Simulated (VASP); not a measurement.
Runs of VASP 6.6.1 on BaTiO3. The structure is that of space group Pm-3m (No. 221), or close to it. The cells are those of the table. 

```csv
cell,gap on the mesh (eV),pressure (GPa)
"a = 3.994, b = 3.994, c = 3.874 Å, 5 atoms",2.15,8.4
"a = 3.994, b = 3.994, c = 4.054 Å, 5 atoms",2.09,-0.7
"a = 3.994, b = 3.994, c = 3.934 Å, 5 atoms",2.15,5.0
"a = 3.994, b = 3.994, c = 3.814 Å, 5 atoms",(b),12.2
"a = 3.994, b = 3.994, c = 3.754 Å, 5 atoms",2.13,(a)
```

Alike in all rows: task single point; level r2SCAN; potentials or basis VASP PAW PBE potentials, release 64 (Ba_sv, Ti_sv, O); no spin polarisation; k mesh 8 × 8 × 8; cutoff (eV) 520; smearing gaussian 0.05 eV.

Estimate the missing entries.

(a) 16.5; (b) 2.14.

Caveats: the PAW data sets were made with another functional, which shifts forces and pressure a little; spin-orbit coupling is left out, which moves the levels of the heavy elements; the stress differs along the axes, from 6 to 13 GPa (at least some runs); the cell stands under pressure (at least some runs); the stress differs along the axes, from 8 to 21 GPa (at least some runs); the stress differs along the axes, from 10 to 29 GPa (at least some runs).

A k mesh can miss the band edges, and the runs leave out spin-orbit coupling on Ba.
